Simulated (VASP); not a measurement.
## LiH: single point with PBEsol

The system is LiH.

```xyz
4
Lattice="1.3544 -4.6403 0.0000 1.3544 4.6403 0.0000 0.0000 0.0000 2.7935" Properties=species:S:1:pos:R:3 pbc="T T T"
Li    1.3544    1.3577    2.0952
Li    1.3544   -1.3577    0.6984
H     1.3544   -3.3167    0.6984
H     1.3544    3.3167    2.0952
```

```yaml
Program: VASP 6.6.1
Task: single point
Functional: PBEsol
Potentials_or_basis: VASP PAW PBE potentials, release 64 (Li_sv, H)
Cutoff: 520 eV
k_mesh: 8 × 8 × 8
Occupations: fermi-dirac, width 0.03 eV
Spin: no spin polarisation
Dipole_correction: no
Further_INCAR_settings: ALGO = Normal; EDIFF = 1e-06; NBANDS = 12
```

| Property | Result |
| --- | --- |
| Largest force | 0.007 eV/Å |
| Band gap on the k mesh | 1.31 eV (least direct gap 2.61 eV) |

Forces in eV/Å, atoms in the order of the input:
```
Li   0.000 -0.007  0.000
Li   0.000  0.007  0.000
H    0.000  0.000  0.000
H    0.000  0.000  0.000
```

Levels at points of the mesh, in eV from the valence-band top:
```tsv
k point	band 1	band 2	band 3	band 4	band 5	band 6	band 7	band 8
(0.00, 0.00, 0.00)	-44.12	-44.06	-5.57	-1.30	1.31	11.03	12.99	13.92
(0.50, 0.00, 0.00)	-44.06	-44.06	-3.19	-2.19	3.76	5.90	8.92	10.37
(0.50, 0.50, 0.00)	-44.11	-44.07	-4.68	-3.87	6.65	7.67	11.92	12.12
(0.00, 0.00, 0.50)	-44.07	-44.07	-3.02	-3.02	5.76	5.76	7.31	7.31
(0.50, 0.00, 0.50)	-44.04	-44.04	0.00	0.00	3.63	3.63	6.67	6.67
(0.50, 0.50, 0.50)	-44.07	-44.07	-2.99	-2.99	4.22	4.22	11.22	11.22
```

Wall time 77 s on 1 thread of AMD EPYC 9755 128-Core Processor, with other jobs on the host, peak memory 0.14 GiB.

Caveat: the PAW data sets were made with another functional, which shifts forces and pressure a little. A k mesh can miss the band edges.
